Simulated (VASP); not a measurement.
Input of a VASP 6.6.1 run:

File INCAR:

```
SYSTEM = Si
PREC = Accurate
ENCUT = 520
EDIFF = 1E-7
ISMEAR = 0
SIGMA = 0.05
LREAL = .FALSE.
LASPH = .TRUE.
NELM = 80
ALGO = Normal
ISIF = 2
LWAVE = .FALSE.
LCHARG = .FALSE.
GGA = PE
NBANDS = 16
```

The input KPOINTS:

```
Automatic mesh
0
G
  12 12 6
  0 0 0
```

File POSCAR:

```
Si
1.0
    3.8313174605      0.0000000000      0.0000000000
   -1.9156587303      3.3180182508      0.0000000000
    0.0000000000      0.0000000000      6.3326220002
Si
4
Direct
    0.3785410413      0.7570820825      0.1103832419
    0.6666666667      0.3333333333      0.5630095000
    0.3333333333      0.6666666667      0.4369905000
    0.6666666667      0.3333333333      0.9369905000
```

Potentials or basis: VASP PAW PBE potentials, release 64 (Si).

Launch:

```console
$ cat potpaw_PBE.64/Si/POTCAR > POTCAR
$ mpirun -np 1 vasp_std > vasp.out
```

(1) Predict the band gap on the k mesh.

(2) Estimate the largest force.

(3) What does it give for the pressure?

## Answers

(1) zero (bands 8 and 9 overlap by 0.83 eV).

(2) 5.431 eV/Å.

(3) 4.4 GPa.

Caveat: the cell differs from its parent crystal (atom 1 (Si) moved by (+0.300, +0.300) A along y and z); the stress differs along the axes, from -3 to 13 GPa; forces of over 1 eV/Å act on the atoms, so gaps and moduli don't describe the material at rest.
